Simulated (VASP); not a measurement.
# Sn in VASP: single point with PBE

Aim: the single point of Sn with PBE.

Program: VASP 6.6.1. These are calculated values, not measurements. Logs are shortened: lines on timing, memory, paths and dates and some standing lists are left out, and cuts for length are marked.

**1. The cell of the first run**

The cell holds a sublattice, 1 atom: a = 4.257 Å, b = 4.257 Å, c = 4.257 Å, α = 60.00°, β = 60.00°, γ = 60.00°.

**2. Single point, PBE**

The input, INCAR:

```
SYSTEM = Sn
ALGO     = Normal         ! electronic algorithm
EDIFF    = 1E-6           ! SCF threshold, eV
ENCUT    = 520            ! plane-wave cutoff, eV
GGA      = PE             ! functional
ISIF     = 2              ! what is computed and relaxed
ISMEAR   = 0              ! smearing method
LASPH    = .TRUE.         ! aspherical terms in the spheres
LCHARG   = .TRUE.         ! write CHGCAR
LELF     = .TRUE.         ! ELF
LREAL    = .FALSE.        ! projectors in reciprocal space
LVHAR    = .TRUE.       
LWAVE    = .FALSE.        ! write WAVECAR
NBANDS   = 13             ! bands
NELM     = 100            ! most SCF steps
PREC     = Accurate       ! precision mode
SIGMA    = 0.1            ! smearing width, eV
```

The input, KPOINTS:

```
k-points
0
G
  8 8 8
  0 0 0
```

The input, POSCAR:

```
Sn
1.0
    0.0000000000      3.0100000000      3.0100000000
    3.0100000000      0.0000000000      3.0100000000
    3.0100000000      3.0100000000      0.0000000000
Sn
1
Direct
    0.0000000000      0.0000000000      0.0000000000
```

Potentials or basis: VASP PAW PBE potentials, release 64 (Sn_d).

Command:

```console
cat potpaw_PBE.64/Sn_d/POTCAR > POTCAR
mpirun -np 1 vasp_std > vasp.out
```

OUTCAR:

```text
SYSTEM = Sn
   EDIFF = 1E-6
   ENCUT = 520
   GGA = PE
   ISIF = 2
   ISMEAR = 0
   LASPH = .TRUE.
   LREAL = .FALSE.
   NELM = 100
   PREC = Accurate

 ion  position               nearest neighbor table
   1  0.000  0.000  0.000-

  LATTYP: Found a face centered cubic cell.
 ALAT       =     6.0200000000

  Lattice vectors:

 A1 = (   0.0000000000,   3.0100000000,   3.0100000000)
 A2 = (   3.0100000000,   0.0000000000,   3.0100000000)
 A3 = (   3.0100000000,   3.0100000000,   0.0000000000)

Analysis of symmetry for initial positions (statically):
=====================================================================
 Subroutine PRICEL returns:
 Original cell was already a primitive cell.

 Routine SETGRP: Setting up the symmetry group for a
 face centered cubic supercell.

 Subroutine GETGRP returns: Found 48 space group operations
 (whereof 48 operations were pure point group operations)
 out of a pool of 48 trial point group operations.

The static configuration has the point symmetry O_h .

Analysis of symmetry for dynamics (positions and initial velocities):
=====================================================================
 Subroutine PRICEL returns:
 Original cell was already a primitive cell.

 Routine SETGRP: Setting up the symmetry group for a
 face centered cubic supercell.

 Subroutine GETGRP returns: Found 48 space group operations
 (whereof 48 operations were pure point group operations)
 out of a pool of 48 trial point group operations.

The dynamic configuration has the point symmetry O_h .

 Subroutine INISYM returns: Found 48 space group operations
 (whereof 48 operations are pure point group operations),
 and found     1 'primitive' translations

----------------------------------------------------------------------------------------

                                     Primitive cell

  volume of cell :      54.5418

  direct lattice vectors                    reciprocal lattice vectors
     0.000000000  3.010000000  3.010000000    -0.166112957  0.166112957  0.166112957
     3.010000000  0.000000000  3.010000000     0.166112957 -0.166112957  0.166112957
     3.010000000  3.010000000  0.000000000     0.166112957  0.166112957 -0.166112957

  length of vectors
     4.256782823  4.256782823  4.256782823     0.287716081  0.287716081  0.287716081

  position of ions in fractional coordinates (direct lattice)
     0.000000000  0.000000000  0.000000000

  ion indices of the primitive-cell ions
   primitive index   ion index
                 1           1

----------------------------------------------------------------------------------------

 KPOINTS: k-points

Automatic generation of k-mesh.
 Grid dimensions read from file:
 generate k-points for:    8    8    8

 Generating k-lattice:

  Cartesian coordinates                     Fractional coordinates (reciprocal lattice)
    -0.020764120  0.020764120  0.020764120     0.125000000  0.000000000  0.000000000
     0.020764120 -0.020764120  0.020764120     0.000000000  0.125000000  0.000000000
     0.020764120  0.020764120 -0.020764120     0.000000000  0.000000000  0.125000000

  Length of vectors
     0.035964510  0.035964510  0.035964510

  Shift w.r.t. Gamma in fractional coordinates (k-lattice)
     0.000000000  0.000000000  0.000000000

 Subroutine IBZKPT returns following result:
 ===========================================

 Found     29 irreducible k-points:

 Following reciprocal coordinates:
            Coordinates               Weight
  0.000000  0.000000  0.000000      1.000000
  0.125000  0.000000  0.000000      8.000000
  0.250000  0.000000  0.000000      8.000000
  0.375000  0.000000  0.000000      8.000000
  0.500000  0.000000  0.000000      4.000000
  0.125000  0.125000  0.000000      6.000000
[... 16 lines left out ...]
  0.500000  0.250000  0.125000     48.000000
 -0.375000  0.250000  0.125000     24.000000
 [... further k-points ...]
   k-points           NKPTS =     29   k-points in BZ     NKDIM =     29   number of bands    NBANDS=     13
   number of dos      NEDOS =    301   number of ions     NIONS =      1
   total plane-waves  NPLWV =  32768
   dimension x,y,z NGX =    32 NGY =   32 NGZ =   32
   dimension x,y,z NGXF=    64 NGYF=   64 NGZF=   64
   ions per type =               1
   NGX,Y,Z   is equivalent  to a cutoff of  12.50, 12.50, 12.50 a.u.
   NGXF,Y,Z  is equivalent  to a cutoff of  24.99, 24.99, 24.99 a.u.
 SYSTEM =  Sn
   PREC   = accura    normal or accurate (medium, high low for compatibility)
   ISTART =      0    job   : 0-new  1-cont  2-samecut
   ICHARG =      2    charge: 1-file 2-atom 10-const
   ISPIN  =      1    spin polarized calculation?
   LNONCOLLINEAR =      F non collinear calculations
   LSORBIT =      F    spin-orbit coupling
   LASPH  =      T    aspherical Exc in radial PAW
   ENCUT  =  520.0 eV  38.22 Ry    6.18 a.u.   7.91  7.91  7.91*2*pi/ulx,y,z
   NELM   =    100;   NELMIN=  2; NELMDL= -5     # of ELM steps
   EDIFF  = 0.1E-05   stopping-criterion for ELM
   LREAL  =      F    real-space projection
   EDIFFG = 0.1E-04   stopping-criterion for IOM
   NSW    =      0    number of steps for IOM
   IBRION =     -1    ionic relax: 0-MD 1-quasi-New 2-CG
   NFREE  =      0    steps in history (QN), initial steepest desc. (CG)
   ISIF   =      2    stress and relaxation
   ISYM   =      2    0-nonsym 1-usesym 2-fastsym
   POTIM  = 0.5000    time-step for ionic-motion
   TEBEG  =    0.0;   TEEND  =   0.0 temperature during run
   PSTRESS=    0.0 pullay stress
   NELECT =      14.0000    total number of electrons
   NUPDOWN=      -1.0000    fix difference up-down
   EMIN   =  10.00;   EMAX   =-10.00  energy-range for DOS
   EFERMI =   0.00;   METHOD = LEGACY
   ISMEAR =     0;   SIGMA  =   0.10  broadening in eV -4-tet -1-fermi 0-gaus
   EFERMI_NEDOS =   21; number of points for ismear=-14 and -15
   IALGO  =     38    algorithm
   IMIX   =      4    mixing-type and parameters
     AMIX     =   0.40;   BMIX     =  1.00
     AMIX_MAG =   1.60;   BMIX_MAG =  1.00
  volume/ion in A,a.u.               =      54.54       368.07
  Fermi-wavevector in a.u.,A,eV,Ry     =   1.040418  1.966104 14.727881  1.082469
  Thomas-Fermi vector in A             =   2.174992
   LORBIT       =      0    0 simple, 1 ext, 2 COOP (PROOUT), +10 PAW based schemes
   GGA     = PE    functional components
   LHFCALC =     F    Hartree Fock is set to
   AEXX    =    0.0000 exact exchange contribution
   IVDW    =     0    specifies the selected vdW correction
   LEPSILON=     F    determine dielectric tensor
   LRPA    =     F    only Hartree local field effects (RPA)
 non-spin polarized calculation
 Gauss-broadening in eV      SIGMA  =   0.10
  energy-cutoff  :      520.00
  volume of cell :       54.54
 maximum number of plane-waves:      1480
   NGX = 15   NGY = 15   NGZ = 15

 number of electron      14.0000005 magnetization

 Free energy of the ion-electron system (eV)
  ---------------------------------------------------
  ext. energy  EPLUGINS =         0.00000000
  ---------------------------------------------------
  free energy    TOTEN  =        -2.74995014 eV

  energy without entropy =       -2.74377169  energy(sigma->0) =       -2.74686091

 E-fermi :   2.0063     XC(G=0):  -7.4913

 val. band max:        1.9431556453   @ k =  -0.3750   0.3750   0.1250
 cond. band min:       2.0406594741   @ k =   0.3750   0.2500   0.1250
 fundamental gap:      0.0975038289
 Fermi energy:         2.0063146462

 k-point     1 :       0.0000    0.0000    0.0000
  band No.  band energies     occupation
      1     -19.7242      2.00000
      2     -19.7242      2.00000
      3     -19.7242      2.00000
      4     -19.7191      2.00000
      5     -19.7191      2.00000
      6      -5.7412      2.00000
      7       5.3211      0.00000
      8       5.3211      0.00000
      9       5.3211      0.00000
     10       8.3106      0.00000
     11      10.5691      0.00000
     12      10.5691      0.00000
     13      10.5691      0.00000

 k-point     2 :       0.1250    0.0000    0.0000
  band No.  band energies     occupation
      1     -19.7238      2.00000
      2     -19.7232      2.00000
      3     -19.7232      2.00000
      4     -19.7189      2.00000
      5     -19.7189      2.00000
      6      -5.5929      2.00000
      7       4.1261      0.00000
      8       5.1946      0.00000
      9       5.1946      0.00000
     10       8.8473      0.00000
     11      10.1310      0.00000
     12      10.8337      0.00000
     13      10.8337      0.00000

 k-point     3 :       0.2500    0.0000    0.0000
  band No.  band energies     occupation
      1     -19.7229      2.00000
      2     -19.7227      2.00000
      3     -19.7227      2.00000
      4     -19.7166      2.00000
      5     -19.7166      2.00000
      6      -5.1776      2.00000
      7       2.2531      0.00048
      8       4.9320      0.00000
      9       4.9320      0.00000
     10       8.3961      0.00000
     11      10.7472      0.00000
     12      10.7472      0.00000
     13      11.4423      0.00000

 k-point     4 :       0.3750    0.0000    0.0000
  band No.  band energies     occupation
      1     -19.7234      2.00000
      2     -19.7234      2.00000
      3     -19.7220      2.00000
      4     -19.7132      2.00000
      5     -19.7132      2.00000
      6      -4.6293      2.00000
      7       0.7194      2.00000
      8       4.7124      0.00000
      9       4.7124      0.00000
     10       8.0226      0.00000
     11      10.2061      0.00000
     12      10.2061      0.00000
     13      10.9697      0.00000

 k-point     5 :       0.5000    0.0000    0.0000
  band No.  band energies     occupation
      1     -19.7238      2.00000
      2     -19.7238      2.00000
      3     -19.7216      2.00000
      4     -19.7116      2.00000
      5     -19.7116      2.00000
      6      -4.3282      2.00000
      7       0.0779      2.00000
      8       4.6306      0.00000
      9       4.6306      0.00000
     10       7.9050      0.00000
     11       9.9914      0.00000
     12       9.9914      0.00000
     13      10.7058      0.00000
[... 257 lines left out ...]
 k-point    22 :       0.3750    0.2500    0.1250
  band No.  band energies     occupation
      1     -19.7246      2.00000
      2     -19.7220      2.00000
      3     -19.7192      2.00000
      4     -19.7171      2.00000
      5     -19.7139      2.00000
      6      -4.8307      2.00000
      7       2.0407      0.62717
      8       3.4180      0.00000
      9       4.4626      0.00000
     10       8.9602      0.00000
     11       9.0591      0.00000
     12      10.5055      0.00000
     13      12.6146      0.00000

 k-point    23 :       0.5000    0.2500    0.1250
  band No.  band energies     occupation
      1     -19.7235      2.00000
      2     -19.7218      2.00000
      3     -19.7191      2.00000
      4     -19.7147      2.00000
      5     -19.7125      2.00000
      6      -4.3382      2.00000
      7       1.0400      2.00000
      8       2.8516      0.00000
      9       4.0550      0.00000
     10       8.6389      0.00000
     11       9.5378      0.00000
     12      10.7962      0.00000
     13      12.3235      0.00000

 k-point    24 :      -0.3750    0.2500    0.1250
  band No.  band energies     occupation
      1     -19.7236      2.00000
      2     -19.7213      2.00000
      3     -19.7180      2.00000
      4     -19.7149      2.00000
      5     -19.7117      2.00000
      6      -4.0789      2.00000
      7       0.5429      2.00000
      8       2.7294      0.00000
      9       3.8517      0.00000
     10       8.5639      0.00000
     11       9.3679      0.00000
     12      11.8815      0.00000
     13      12.4371      0.00000

 [... further k-points ...]
[... 5 lines left out ...]
  --------------------------------------------------------------------------------------
  -------------------------------------------------------------------------------------
  Total       -2.3425339     -2.3425339     -2.3425339      0.0000000     -0.0000000      0.0000000
  in kB      -68.8124431    -68.8124431    -68.8124431      0.0000000     -0.0000000      0.0000000
  external PRESSURE =     -68.8124431 kB  Pullay stress =       0.0000000 kB

 VOLUME and BASIS-vectors are now :
 -----------------------------------------------------------------------------
  energy-cutoff  :      520.00
  volume of cell :       54.54
      direct lattice vectors                 reciprocal lattice vectors
     0.000000000  3.010000000  3.010000000    -0.166112957  0.166112957  0.166112957
     3.010000000  0.000000000  3.010000000     0.166112957 -0.166112957  0.166112957
     3.010000000  3.010000000  0.000000000     0.166112957  0.166112957 -0.166112957

 POSITION                                       TOTAL-FORCE (eV/Angst)
 -----------------------------------------------------------------------------------
      0.00000      0.00000      0.00000        -0.000000     -0.000000     -0.000000
 -----------------------------------------------------------------------------------
    total drift:                                0.000000      0.000000      0.000000

  FREE ENERGIE OF THE ION-ELECTRON SYSTEM (eV)
  ---------------------------------------------------
  free  energy   TOTEN  =        -2.7499501394 eV

  energy  without entropy=       -2.7437716894  energy(sigma->0) =       -2.74686091
```

Run time: 34 s. Hardware: 1 thread of AMD EPYC 7R13, shared host; peak memory 0.15 GiB.

What came out:

```yaml
Free_energy: -2.7500 eV
Pressure: -6.9 GPa
Band_gap_on_the_k_mesh: zero (band 7 reaches 5.32 eV, above the bottom of band 8 at 1.50 eV)
```

Levels at points of the mesh, in eV from the Fermi level:
| k point | band 5 | band 6 | band 7 | band 8 | band 9 | band 10 |
| --- | --- | --- | --- | --- | --- | --- |
| (0.00, 0.00, 0.00) | -21.73 | -7.75 | 3.31 | 3.31 | 3.31 | 6.30 |
| (0.50, 0.00, 0.00) | -21.72 | -6.33 | -1.93 | 2.62 | 2.62 | 5.90 |
| (0.50, 0.50, 0.00) | -21.72 | -5.82 | -1.47 | 1.22 | 1.22 | 4.26 |

Caveat: spin-orbit coupling is left out, which moves the levels of the heavy elements.
